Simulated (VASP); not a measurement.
Input of a VASP 6.6.1 run:

POSCAR

```
AlN
1.0
    3.1066945025      0.0000000000      0.0000000000
   -1.5533472512      2.5484192091      0.0000000000
    0.0000000000      0.0000000000      4.9785885509
Al N
2 2
Direct
    0.3314105265      0.6628210530      0.0015796110
    0.6685894735      0.3371789470      0.5015796110
    0.3274023181      0.6548046362      0.3784203890
    0.6725976819      0.3451953638      0.8784203890
```

INCAR.step1

```
PREC     = Accurate       # precision mode
ENCUT    = 520            # plane-wave cutoff, eV
ISMEAR   = 0              # smearing method
SIGMA    = 0.01           # smearing width, eV
LREAL    = F              # projectors in reciprocal space
LASPH    = T              # aspherical terms in the spheres
NELM     = 60             # most SCF steps
NBANDS   = 16             # bands
GGA      = PE             # functional
ALGO     = Normal         # electronic algorithm
EDIFF    = 1E-4           # SCF threshold, eV
LWAVE    = T              # write WAVECAR
LCHARG   = F              # write CHGCAR
```

File INCAR.step2:

```
PREC     = Accurate       # precision mode
ENCUT    = 520            # plane-wave cutoff, eV
EDIFF    = 1E-7           # SCF threshold, eV
ISMEAR   = 0              # smearing method
SIGMA    = 0.01           # smearing width, eV
LREAL    = F              # projectors in reciprocal space
LASPH    = T              # aspherical terms in the spheres
NELM     = 60             # most SCF steps
ALGO     = Normal         # electronic algorithm
ISIF     = 2              # what is computed and relaxed
LWAVE    = F              # write WAVECAR
LCHARG   = T              # write CHGCAR
METAGGA  = R2SCAN         # meta-GGA
LMIXTAU  = T            
LELF     = T              # ELF
LVHAR    = T            
NBANDS   = 16             # bands
ISTART   = 1
```

File KPOINTS:

```
Automatic mesh
0
Gamma
  12 12 6
```

Potentials or basis: VASP PAW PBE potentials, release 64 (Al, N).

Run with:

```bash
$ cat potpaw_PBE.64/Al/POTCAR potpaw_PBE.64/N/POTCAR > POTCAR
$ cp INCAR.step1 INCAR
$ mpirun -np 1 vasp_std > vasp.out
$ cp INCAR.step2 INCAR
$ mpirun -np 1 vasp_std > vasp.out
```

Predict the pressure.

12.5 GPa.

Estimate the largest force.

0.003 eV/Å.

Predict the band gap on the k mesh.

5.31 eV.

Forces on the atoms (eV/Å):
```
Al   0.000  0.001  0.001
Al   0.000 -0.001  0.001
N    0.000 -0.003 -0.001
N    0.000  0.003 -0.001
```

Caveat: the cell differs from its parent crystal (uniaxial y strain -5.3%); the cell stands under pressure; the PAW data sets were made with another functional, which shifts forces and pressure a little. A k mesh can miss the band edges.
